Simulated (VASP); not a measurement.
Wanted: the native input for a VASP 6.6.1 run.

| Property | Result |
| --- | --- |
| Task | single point |
| Functional | LDA |
| Potentials or basis | VASP PAW LDA potentials, release 64 (N) |
| Cutoff | 520 eV |
| k mesh | 12 × 12 × 6 |
| Occupations | gaussian, width 0.05 eV |
| Spin | collinear spin, ferromagnetic start |
| Starting moments | [3.18, 3.18] μB |
| Dipole correction | no |
| Further INCAR settings | ALGO = Normal; EDIFF = 1e-06; NBANDS = 16 |

The structure of N lies in POSCAR:

```
N
1.0
    3.8467417486      0.0000000000      0.0000000000
   -1.9233708743      3.1428076190      0.0000000000
    0.0000000000      0.0000000000      5.8900000000
N
2
Direct
    0.3333333333      0.6666666667      0.2500000000
    0.6666666667      0.3333333333      0.7500000000
```

This cell differs from its parent crystal: strain +0.0600 x Voigt [1, 0, 0, 0, 0, 0].

These files were run (other wordings do the same):

INCAR

```
PREC = Accurate ; ENCUT = 520
EDIFF = 1E-6 ; ISMEAR = 0
SIGMA = 0.05 ; LREAL = F
LASPH = T ; NELM = 150
ALGO = Normal ; ISIF = 2
LWAVE = F ; LCHARG = T
ISPIN = 2 ; MAGMOM = 3.18 3.18
LORBIT = 11 ; GGA = CA
LELF = T ; LVHAR = T
NBANDS = 16
```

KPOINTS

```
Automatic mesh
0
Gamma
  12 12 6
```

Potentials or basis: VASP PAW LDA potentials, release 64 (N).

Command:

```bash
$ cat potpaw_LDA.64/N/POTCAR > POTCAR
$ mpirun -np 1 vasp_std > vasp.out
```

Results of the run:

```
Pressure                                              : -0.4 GPa
Band gap on the k mesh                                : 2.24 eV
Net moment                                            : 6.00 μB per cell
Site moments                                          : N +1.92 μB
Valence electrons inside the program's atomic spheres : N 3.24
```

Caveat: the cell differs from its parent crystal (strain +0.0600 x Voigt [1, 0, 0, 0, 0, 0]); the atoms stand far beyond bonding distance.

Run time: 7.7 min on 1 thread of Intel Xeon 8259CL, on a shared host, peak memory 0.35 GiB.
